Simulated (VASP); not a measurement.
Wanted: the native input for a VASP 6.6.1 run.

| Item | Value |
| --- | --- |
| Task | single point |
| Functional | PBE |
| Potentials or basis | VASP PAW PBE potentials, release 64 (Ru_pv, S) |
| Cutoff | 520 eV |
| k mesh | 12 × 12 × 8 |
| Occupations | gaussian, width 0.1 eV |
| Spin | collinear spin, ferromagnetic start |
| Starting moments | [2.0, 0.0, 0.0] μB |
| Dipole correction | no |
| Further INCAR settings | ALGO = Normal; EDIFF = 1e-07; NBANDS = 24 |

The structure of RuS2 lies in POSCAR:

```
RuS2
1.0
    3.4375932958      0.0000000000      0.0000000000
   -1.7187966479      2.9770431220      0.0000000000
    0.0000000000      0.0000000000      5.1522938752
Ru S
1 2
Direct
    0.0000000000      0.0000000000      0.0000000000
    0.3333333333      0.6666666667      0.2537349879
    0.6666666667      0.3333333333      0.7462650121
```

The input as run:

INCAR

```
SYSTEM = RuS2
  PREC = Accurate
  ENCUT = 520
  EDIFF = 1E-7
  ISMEAR = 0
  SIGMA = 0.1
  LREAL = .False.
  LASPH = .True.
  NELM = 150
  ALGO = Normal
  ISIF = 2
  LWAVE = .False.
  LCHARG = .True.
  ISPIN = 2
  MAGMOM = 2 0 0
  LORBIT = 11
  LMAXMIX = 4
  GGA = PE
  LELF = .True.
  LVHAR = .True.
  NBANDS = 24
```

KPOINTS

```
Automatic mesh
0
Gamma
  12 12 8
  0 0 0
```

Potentials or basis: VASP PAW PBE potentials, release 64 (Ru_pv, S).

Launch:

```bash
$ cat potpaw_PBE.64/Ru_pv/POTCAR potpaw_PBE.64/S/POTCAR > POTCAR
$ mpirun -np 1 vasp_std > vasp.out
```

Results of the run:

```
Pressure                                              : -0.2 GPa
Largest force                                         : 0.015 eV/Å
Net moment                                            : 0.76 μB per cell
Site moments                                          : Ru +0.56; S +0.06 μB
Valence electrons inside the program's atomic spheres : Ru 12.60; S 3.64
```

Caveat: an empty level that is flat over the whole mesh can mark a ghost state of the potentials, or a narrow d or f band.

It took 11 min on 1 thread of Intel Xeon 8259CL, with other jobs on the host, peak memory 0.37 GiB.
